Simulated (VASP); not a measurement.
Crystal: KF.

```
K F
1.0
     0.00000    2.65896    2.65896
     2.65896    0.00000    2.65896
     2.65896    2.65896    0.00000
K F
1 1
Direct
  0.00000 0.00000 0.00000
  0.50000 0.50000 0.50000
```

Base run:

| Quantity | Value |
| --- | --- |
| Program | VASP 6.6.1 |
| Functional | PBE |
| Potentials or basis | VASP PAW PBE potentials, release 64 (K_sv, F) |
| Cutoff | 520 eV |
| k mesh | 6 × 6 × 6 |
| Occupations | gaussian, width 0.01 eV |
| Spin | no spin polarisation |

Its results: band gap on the k mesh 6.24 eV, direct; pressure 2.0 GPa.

Problem. The run is repeated on the same cell with these changes: functional from PBE to r2SCAN; further incar settings from ALGO = Normal; EDIFF = 1e-07; NBANDS = 15 to ALGO = Normal; EDIFF = 1e-06; NBANDS = 15. What comes out?

Solution. Band gap on the k mesh 6.91 eV, direct; pressure 0.0 GPa.

Caveats: the PAW data sets were made with another functional, which shifts forces and pressure a little (some runs).

